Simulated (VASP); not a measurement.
# Ti (P6_3/mmc) in VASP: further runs, part 2 of 2

VASP 6.6.1. Earlier steps stand in the parts before.

**3. Single point, r2SCAN+rVV10**

Contents of POSCAR:

```
Ti
1.0
    2.9500000000      0.0000000000      0.0000000000
   -1.4750000000      2.5547749412      0.0000000000
    0.0000000000      0.0000000000      4.6800000000
Ti
2
Direct
    0.6666666667      0.3333333333      0.7500000000
    0.3333333333      0.6666666667      0.2500000000
```

Contents of INCAR.step1:

```
SYSTEM = Ti
  ALGO = Normal
  EDIFF = 1E-5
  ENCUT = 550
  GGA = PE
  GGA_COMPAT = .False.
  ISMEAR = -1
  LASPH = .True.
  LCHARG = .False.
  LREAL = .False.
  LWAVE = .True.
  NBANDS = 19
  NELM = 120
  PREC = Accurate
  SIGMA = 0.025
```

Contents of INCAR.step2:

```
SYSTEM = Ti
  ALGO = Normal
  BPARAM = 11.95
  CPARAM = 0.0093
  EDIFF = 1E-6
  ENCUT = 550
  GGA_COMPAT = .False.
  ISIF = 2
  ISMEAR = -1
  ISTART = 1
  IVDW_NL = 2
  LASPH = .True.
  LCHARG = .False.
  LMIXTAU = .True.
  LREAL = .False.
  LUSE_VDW = .True.
  LWAVE = .False.
  METAGGA = R2SCAN
  NBANDS = 19
  NELM = 120
  PREC = Accurate
  SIGMA = 0.025
```

Contents of KPOINTS:

```
k-points
0
Gamma
  10 10 6
  0 0 0
```

Potentials or basis: VASP PAW PBE potentials, release 64 (Ti_sv).

Started as:

```
$ cat potpaw_PBE.64/Ti_sv/POTCAR > POTCAR
$ cp INCAR.step1 INCAR
$ mpirun -np 1 vasp_std > vasp.out
$ cp INCAR.step2 INCAR
$ mpirun -np 1 vasp_std > vasp.out
```

OUTCAR:

```text
SYSTEM = Ti
   BPARAM = 11.95
   EDIFF = 1E-6
   ENCUT = 550
   ISIF = 2
   ISMEAR = -1
   ISTART = 1
   IVDW_NL = 2
   LASPH = .True.
   LREAL = .False.
   METAGGA = R2SCAN
   NELM = 120
   PREC = Accurate

 ion  position               nearest neighbor table
   1  0.667  0.333  0.750-   2 2.89   2 2.89   2 2.89   2 2.89   2 2.89   2 2.89
   2  0.333  0.667  0.250-   1 2.89   1 2.89   1 2.89   1 2.89   1 2.89   1 2.89

  LATTYP: Found a hexagonal cell.
 ALAT       =     2.9500000000
 C/A-ratio  =     1.5864406780

  Lattice vectors:

 A1 = (   2.9500000000,   0.0000000000,   0.0000000000)
 A2 = (  -1.4750000000,   2.5547749412,   0.0000000000)
 A3 = (   0.0000000000,   0.0000000000,   4.6800000000)

Analysis of symmetry for initial positions (statically):
=====================================================================
 Subroutine PRICEL returns:
 Original cell was already a primitive cell.

 Routine SETGRP: Setting up the symmetry group for a
 hexagonal supercell.

 Subroutine GETGRP returns: Found 24 space group operations
 (whereof 12 operations were pure point group operations)
 out of a pool of 24 trial point group operations.

The static configuration has the point symmetry D_3d.
 The point group associated with its full space group is D_6h.

Analysis of symmetry for dynamics (positions and initial velocities):
=====================================================================
 Subroutine PRICEL returns:
 Original cell was already a primitive cell.

 Routine SETGRP: Setting up the symmetry group for a
 hexagonal supercell.

 Subroutine GETGRP returns: Found 24 space group operations
 (whereof 12 operations were pure point group operations)
 out of a pool of 24 trial point group operations.

The dynamic configuration has the point symmetry D_3d.
 The point group associated with its full space group is D_6h.

 Subroutine INISYM returns: Found 24 space group operations
 (whereof 12 operations are pure point group operations),
 and found     1 'primitive' translations

[... 113 lines left out ...]
     AMIX     =   0.40;   BMIX     =  1.00
     AMIX_MAG =   1.60;   BMIX_MAG =  1.00
  volume/ion in A,a.u.               =      17.64       119.01
  Fermi-wavevector in a.u.,A,eV,Ry     =   1.439920  2.721055 28.209912  2.073370
  Thomas-Fermi vector in A             =   2.558722
   LORBIT       =      0    0 simple, 1 ext, 2 COOP (PROOUT), +10 PAW based schemes
   METAGGA = R2SCAN    functional components
   LHFCALC =     F    Hartree Fock is set to
   AEXX    =    0.0000 exact exchange contribution
   IVDW_NL    =     2    kernel type
   BPARAM     =11.9500
   IVDW    =     0    specifies the selected vdW correction
   LEPSILON=     F    determine dielectric tensor
   LRPA    =     F    only Hartree local field effects (RPA)
 non-spin polarized calculation
  energy-cutoff  :      550.00
  volume of cell :       35.27
 maximum number of plane-waves:      1085
 NGX is ok and might be reduce to    24
   NGX = 11   NGY = 11   NGZ = 17

 number of electron      24.0000002 magnetization

 Free energy of the ion-electron system (eV)
  ---------------------------------------------------
  ext. energy  EPLUGINS =         0.00000000
  ---------------------------------------------------
  free energy    TOTEN  =       -25.34252315 eV

  energy without entropy =      -25.33862465  energy(sigma->0) =      -25.34057390

 E-fermi :   8.2078     XC(G=0): -12.3414

 val. band max:        8.1906390656   @ k =   0.3000   0.3000   0.3333
 cond. band min:       8.2167861703   @ k =   0.2000   0.0000   0.3333
 fundamental gap:      0.0261471047
 Fermi energy:         8.2077719071

 k-point     1 :       0.0000    0.0000    0.0000
  band No.  band energies     occupation
      1     -51.0327      2.00000
      2     -50.8984      2.00000
      3     -26.5733      2.00000
      4     -25.9386      2.00000
      5     -25.9386      2.00000
      6     -25.8730      2.00000
[... 505 lines left out ...]
      6     -26.0858      2.00000
[... 11 lines left out ...]
     18      11.7785      0.00000
     19      12.4707      0.00000

 [... further k-points ...]

------------------------ aborting loop because EDIFF is reached ----------------------------------------

  FORCE on cell =-STRESS in cart. coord.  units (eV):
  Direction    XX          YY          ZZ          XY          YZ          ZX
  --------------------------------------------------------------------------------------
  -------------------------------------------------------------------------------------
  Total       -0.5123013     -0.5123013     -0.6592946      0.0000000     -0.0000000      0.0000000
  in kB      -23.2710234    -23.2710234    -29.9481215      0.0000000     -0.0000000      0.0000000
  external PRESSURE =     -25.4967227 kB  Pullay stress =       0.0000000 kB

 VOLUME and BASIS-vectors are now :
 -----------------------------------------------------------------------------
  energy-cutoff  :      550.00
  volume of cell :       35.27
      direct lattice vectors                 reciprocal lattice vectors
     2.950000000  0.000000000  0.000000000     0.338983051  0.195711956  0.000000000
    -1.475000000  2.554774941  0.000000000     0.000000000  0.391423911  0.000000000
     0.000000000  0.000000000  4.680000000     0.000000000  0.000000000  0.213675214

 POSITION                                       TOTAL-FORCE (eV/Angst)
 -----------------------------------------------------------------------------------
      1.47500      0.85159      3.51000         0.000000      0.000000      0.000000
     -0.00000      1.70318      1.17000        -0.000000     -0.000000      0.000000
 -----------------------------------------------------------------------------------
    total drift:                               -0.000000      0.000000     -0.000000

  FREE ENERGIE OF THE ION-ELECTRON SYSTEM (eV)
  ---------------------------------------------------
  free  energy   TOTEN  =       -25.3425231525 eV

  energy  without entropy=      -25.3386246465  energy(sigma->0) =      -25.34057390
```

OSZICAR.step1:

```text
N       E                     dE             d eps       ncg     rms          rms(c)
DAV:   1     0.265497273411E+03    0.26550E+03   -0.13330E+04  2128   0.163E+03
DAV:   2     0.126581984015E+02   -0.25284E+03   -0.24881E+03  2191   0.450E+02
DAV:   3    -0.162249661562E+02   -0.28883E+02   -0.28546E+02  3881   0.125E+02
DAV:   4    -0.177412527797E+02   -0.15163E+01   -0.15115E+01  2529   0.280E+01
DAV:   5    -0.178035187376E+02   -0.62266E-01   -0.62261E-01  3152   0.432E+00    0.117E+01
DAV:   6    -0.156677959979E+02    0.21357E+01   -0.78198E+00  2457   0.279E+01    0.289E+00
DAV:   7    -0.156504707572E+02    0.17325E-01   -0.69596E-01  3198   0.605E+00    0.206E+00
DAV:   8    -0.156752780773E+02   -0.24807E-01   -0.19498E-01  2329   0.509E+00    0.688E-01
DAV:   9    -0.156674365153E+02    0.78416E-02   -0.43826E-02  2420   0.211E+00    0.687E-02
DAV:  10    -0.156677823890E+02   -0.34587E-03   -0.28588E-03  3038   0.313E-01    0.795E-02
DAV:  11    -0.156678472419E+02   -0.64853E-04   -0.16511E-04  2534   0.884E-02    0.327E-02
DAV:  12    -0.156678344390E+02    0.12803E-04   -0.39824E-05  1939   0.492E-02    0.613E-03
DAV:  13    -0.156678358578E+02   -0.14187E-05   -0.16357E-06  1130   0.165E-02
   1 F= -.15667836E+02 E0= -.15665040E+02  d E =-.559130E-02
```

Wall time 2.4 min (1 thread of Intel Xeon Platinum 8488C (Sapphire Rapids), shared host); peak memory 0.27 GiB.

Results:

```yaml
Free_energy: -25.3425 eV
Pressure: -2.5 GPa
Band_gap_on_the_k_mesh: zero (bands 12 and 13 overlap by 1.21 eV)
```

Caveat: the PAW data sets were made with another functional, which shifts forces and pressure a little.

**4. Single point, B3LYP (19.05 Å³/atom)**

This run uses another cell than the first one, of 19.05 Å³/atom.

Contents of POSCAR:

```
Ti
1.0
    3.0266574300      0.0000000000      0.0000000000
   -1.5133287150      2.6211622229      0.0000000000
    0.0000000000      0.0000000000      4.8016124600
Ti
2
Direct
    0.6666666667      0.3333333333      0.7500000000
    0.3333333333      0.6666666667      0.2500000000
```

Contents of INCAR.step1:

```
SYSTEM = Ti
PREC = Accurate
ENCUT = 400
EDIFF = 1E-5
ISMEAR = 1
SIGMA = 0.15
LREAL = .FALSE.
LASPH = .TRUE.
NELM = 120
ALGO = Normal
ISIF = 2
LWAVE = .TRUE.
LCHARG = .FALSE.
NBANDS = 19
GGA = PE
GGA_COMPAT = .FALSE.
```

Contents of INCAR.step2:

```
SYSTEM = Ti
PREC = Accurate
ENCUT = 400
EDIFF = 1E-6
ISMEAR = 1
SIGMA = 0.15
LREAL = .FALSE.
LASPH = .TRUE.
NELM = 120
ALGO = Normal
ISIF = 2
LWAVE = .FALSE.
LCHARG = .FALSE.
GGA = B3
LHFCALC = .TRUE.
AEXX = 0.2
AGGAX = 0.72
AGGAC = 0.81
ALDAC = 0.19
PRECFOCK = Normal
NBANDS = 19
ISTART = 1
GGA_COMPAT = .FALSE.
```

Contents of KPOINTS:

```
Automatic mesh
0
G
  7 7 4
  0 0 0
```

Started as:

```
$ cat potpaw_PBE.64/Ti_sv/POTCAR > POTCAR
$ cp INCAR.step1 INCAR
$ mpirun -np 1 vasp_std > vasp.out
$ cp INCAR.step2 INCAR
$ mpirun -np 1 vasp_std > vasp.out
```

Run time: 62 min. Hardware: 1 thread of Intel Xeon Platinum 8488C (Sapphire Rapids), shared host; peak memory 0.15 GiB.

It converged, with:

```yaml
Free_energy: -17.8262 eV
Pressure: -10.1 GPa
Band_gap_on_the_k_mesh: zero (bands 12 and 13 overlap by 1.88 eV)
```

Stress tensor (GPa, compression positive):
```
-10.34   0.00   0.00
  0.00 -10.34   0.00
  0.00   0.00  -9.48
```

Levels at points of the mesh, in eV from the Fermi level:
```csv
k point,band 10,band 11,band 12,band 13,band 14,band 15
"(0.00, 0.00, 0.00)",-3.43,0.35,1.13,1.13,1.24,1.66
"(0.00, 0.00, 0.50)",-5.35,-0.32,-0.32,1.05,1.05,1.05
```

Caveat: the cell stands under tension; the PAW data sets were made with another functional, which shifts forces and pressure a little.

**5. Single point, PBE0**

This run uses another cell than the first one, of 18.34 Å³/atom.

Contents of POSCAR:

```
Ti
1.0
    2.9888202413      0.0000000000      0.0000000000
   -1.4944101206      2.5883942563      0.0000000000
    0.0000000000      0.0000000000      4.7415860099
Ti
2
Direct
    0.6666666667      0.3333333333      0.7500000000
    0.3333333333      0.6666666667      0.2500000000
```

Contents of INCAR.step1:

```
SYSTEM = Ti
  ALGO = Normal
  EDIFF = 1E-5
  ENCUT = 520
  GGA = PE
  ISIF = 2
  ISMEAR = -1
  LASPH = .TRUE.
  LCHARG = .FALSE.
  LREAL = .FALSE.
  LWAVE = .TRUE.
  NBANDS = 19
  NELM = 80
  PREC = Accurate
  SIGMA = 0.05
```

Contents of INCAR.step2:

```
SYSTEM = Ti
  AEXX = 0.25
  ALGO = Normal
  EDIFF = 1E-6
  ENCUT = 520
  GGA = PE
  ISIF = 2
  ISMEAR = -1
  ISTART = 1
  LASPH = .TRUE.
  LCHARG = .FALSE.
  LHFCALC = .TRUE.
  LREAL = .FALSE.
  LWAVE = .FALSE.
  NBANDS = 19
  NELM = 80
  PREC = Accurate
  PRECFOCK = Normal
  SIGMA = 0.05
```

Contents of KPOINTS:

```
k-points
0
G
  6 6 4
  0 0 0
```

Started as:

```
$ cat potpaw_PBE.64/Ti_sv/POTCAR > POTCAR
$ cp INCAR.step1 INCAR
$ mpirun -np 1 vasp_std > vasp.out
$ cp INCAR.step2 INCAR
$ mpirun -np 1 vasp_std > vasp.out
```

It took 52 min on 1 thread of Intel Xeon 6975P-C (Granite Rapids), shared host; peak memory 0.17 GiB.

Results (log left out):

```
Free energy            : -20.9399 eV
Pressure               : -8.0 GPa
Band gap on the k mesh : zero (bands 12 and 13 overlap by 2.51 eV)
```

Stress tensor (GPa, compression positive):
```
-8.59  0.00  0.00
 0.00 -8.59  0.00
 0.00  0.00 -6.90
```

Levels at points of the mesh, in eV from the Fermi level:
| k point | band 8 | band 9 | band 10 | band 11 | band 12 | band 13 | band 14 | band 15 | band 16 | band 17 |
| --- | --- | --- | --- | --- | --- | --- | --- | --- | --- | --- |
| (0.00, 0.00, 0.00) | -36.95 | -8.14 | -3.94 | -0.56 | 1.18 | 1.18 | 1.33 | 1.84 | 1.84 | 2.38 |
| (0.50, 0.00, 0.00) | -37.01 | -3.69 | -3.24 | -2.77 | -1.95 | 0.99 | 1.12 | 1.65 | 3.92 | 4.17 |
| (0.00, 0.00, 0.50) | -36.99 | -6.09 | -6.09 | -0.52 | -0.52 | 1.17 | 1.17 | 1.17 | 1.17 | 3.52 |
| (0.50, 0.00, 0.50) | -37.08 | -3.63 | -3.63 | -1.71 | -1.71 | 1.22 | 1.23 | 2.39 | 2.39 | 4.07 |

Caveat: the k points lie up to 0.40 Å⁻¹ apart, too coarse for converged energies and pressures of a metal; the PAW data sets were made with another functional, which shifts forces and pressure a little.

**6. The runs side by side**

```csv
level,cell,k mesh,cutoff (eV),smearing,grid for exact exchange (PRECFOCK),share of exact exchange,screening parameter,gap on the mesh (eV),pressure (GPa)
HSE06,"a = 2.950, b = 2.950, c = 4.680 Å, angles 90.0, 90.0, 120.0°, 2 atoms",7 × 7 × 4,520,fermi-dirac 0.01 eV,Normal,0.25,0.2079 1/Å,none,-3.7
r2SCAN+rVV10,"a = 2.950, b = 2.950, c = 4.680 Å, angles 90.0, 90.0, 120.0°, 2 atoms",10 × 10 × 6,550,fermi-dirac 0.025 eV,-,-,-,none,-2.5
B3LYP,"a = 3.027, b = 3.027, c = 4.802 Å, angles 90.0, 90.0, 120.0°, 2 atoms",7 × 7 × 4,400,methfessel-paxton 0.15 eV,Normal,0.2,-,none,-10.1
PBE0,"a = 2.989, b = 2.989, c = 4.742 Å, angles 90.0, 90.0, 120.0°, 2 atoms",6 × 6 × 4,520,fermi-dirac 0.05 eV,Normal,0.25,-,none,-8.0
```

Alike in all rows: task single point; potentials or basis VASP PAW PBE potentials, release 64 (Ti_sv); no spin polarisation.

Caveats: some runs use coarse meshes; the PAW data sets were made with another functional, which shifts forces and pressure a little; the cell stands under tension (at least some runs).

Total energies depend on the potentials used, so only differences within one code and one set of settings carry meaning.

The gap in the log of VASP goes by the Fermi energy; the results here count the filled bands.